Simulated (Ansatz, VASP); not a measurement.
One calculation of InBi3O, two programs

```
In Bi O
1.0
     5.01322    0.00000    0.00000
     0.00000    5.01322    0.00000
     0.00000    0.00000    5.01322
In Bi O
1 3 1
Direct
  0.00000 0.00000 0.00000
  0.00000 0.50000 0.50000
  0.50000 0.00000 0.50000
  0.50000 0.50000 0.00000
  0.50000 0.50000 0.50000
```

Alike in both runs: functional PBE; k mesh 3 × 3 × 3; occupations gaussian, width 0.2 eV; no spin polarisation.

Ansatz relaxed the structure, and its values are those at the end. VASP's run is a single point on that final structure, the one shown.

|  | VASP | Ansatz |
| --- | --- | --- |
| version | VASP 6.6.1 | Ansatz 0.2.0 |
| potentials or method | VASP PAW PBE potentials, release 64 (In_d, Bi_d, O), cutoff 520 eV | scalar-relativistic, plane waves, PAW |
| valence electrons in the cell | 64 | 64 |

|  | VASP | Ansatz | Ansatz less VASP |
| --- | --- | --- | --- |
| gap on the k mesh at the Fermi level (eV) | none | none | - |
| pressure (GPa) | -0.1 | -0.1 | +0.02 |

A gap of «none» marks a metal or a gap that the smearing closes.

The k mesh is coarse, so the values compare programs but aren't converged. Neither program's run includes spin-orbit coupling.
